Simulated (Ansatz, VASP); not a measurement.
Two plane-wave programs on FeBr4

```
CELL_PARAMETERS angstrom
0.00000 5.33340 5.33340
5.33340 0.00000 5.33340
5.33340 5.33340 0.00000
ATOMIC_POSITIONS crystal
Fe 0.25000 0.25000 0.25000
Br 0.12646 0.62062 0.12646
Br 0.12646 0.12646 0.12646
Br 0.62062 0.12646 0.12646
Br 0.12646 0.12646 0.62062
```

Alike in both runs: functional PBE; k mesh 6 × 6 × 6; occupations gaussian, width 0.1 eV; collinear spin.

Ansatz relaxed the structure, and its values are those at the end. VASP's run is a single point on that final structure, the one shown.

|  | VASP | Ansatz |
| --- | --- | --- |
| version | VASP 6.6.1 | Ansatz 0.2.0 |
| potentials or method | VASP PAW PBE potentials, release 64 (Fe, Br), cutoff 520 eV | scalar-relativistic, plane waves, PAW |
| valence electrons in the cell | 36 | 44 |

|  | VASP | Ansatz | Ansatz less VASP |
| --- | --- | --- | --- |
| gap on the k mesh at the Fermi level (eV) | none | none | - |
| pressure (GPa) | -0.1 | -0.1 | 0.00 |
| net moment per atom (μB) | 0.80 | 0.80 | 0.000 |
| size of the moment on the site where the two differ most (μB) | 3.11 | 3.05 | -0.061 |

Site moments also hang on the region over which each program counts them. A gap of «none» marks a metal or a gap that the smearing closes. VASP's potentials hold 36 valence electrons a cell and Ansatz's 44, so a difference there can come from the potentials and not from the codes. Ansatz's warnings: stress scf threshold loose.
